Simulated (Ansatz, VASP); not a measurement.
**Two plane-wave programs on Ge**

INCAR

```
PREC = Accurate
ENCUT = 520
EDIFF = 1E-6
ISMEAR = 0
SIGMA = 0.15
LREAL = False
LASPH = True
NELM = 60
ALGO = Normal
ISIF = 2
LWAVE = False
LCHARG = True
GGA = PS
LELF = True
LVHAR = True
NBANDS = 21
```

KPOINTS

```
regular mesh
0
Gamma
  14 14 14
```

The input POSCAR:

```
Ge
1.0
    0.0000000000      2.7792665250      2.8287700000
    2.8782734750      0.0000000000      2.8287700000
    2.8782734750      2.7792665250      0.0000000000
Ge
2
Direct
    0.5000000000      0.5000000000      0.5000000000
    0.7500000000      0.7500000000      0.7500000000
```

Input for Ansatz:

```yaml
crystal:
  lattice:
    - [0.0, 2.779266525, 2.82877]
    - [2.878273475, 0.0, 2.82877]
    - [2.878273475, 2.779266525, 0.0]
  atoms:
    - { symbol: Ge, position: [0.5, 0.5, 0.5] }
    - { symbol: Ge, position: [0.75, 0.75, 0.75] }
basis:
  ecutwfc: 420
kpoints:
  mp_grid: { grid: [14, 14, 14] }
hamiltonian:
  xc: pbesol
scf:
  occupations: { method: gaussian, width: 0.15 }
output:
  forces: true
  stress: true
  eigenvalues: true
```

Change from the starting cell: strain +0.0175 x Voigt [1, -1, 0, 0, 0, 0], atoms carried along.

Alike in both runs: task single point; functional PBEsol; k mesh 14 × 14 × 14; occupations gaussian, width 0.15 eV; no spin polarisation.

|  | VASP | Ansatz |
| --- | --- | --- |
| version | VASP 6.6.1 | Ansatz 0.2.0 |
| potentials or method | VASP PAW PBE potentials, release 64 (Ge_d), cutoff 520 eV | scalar-relativistic, plane waves, PAW |
| valence electrons in the cell | 28 | 28 |

VASP gave:

- gap on the k mesh at the Fermi level (eV): 0.10
- least direct gap on the mesh (eV): 0.13
- pressure (GPa): 0.3
- traceless stress, the component that is largest in VASP (GPa): -1.28

Task: Estimate Ansatz's values.

Result: gap on the k mesh at the Fermi level (eV): 0.10; least direct gap on the mesh (eV): 0.13; pressure (GPa): 0.7; traceless stress, the component that is largest in VASP (GPa): -1.28.

VASP's potentials were made for PBE, not for PBEsol. With one functional, cell and mesh, what is left measures potentials, basis and numerics.
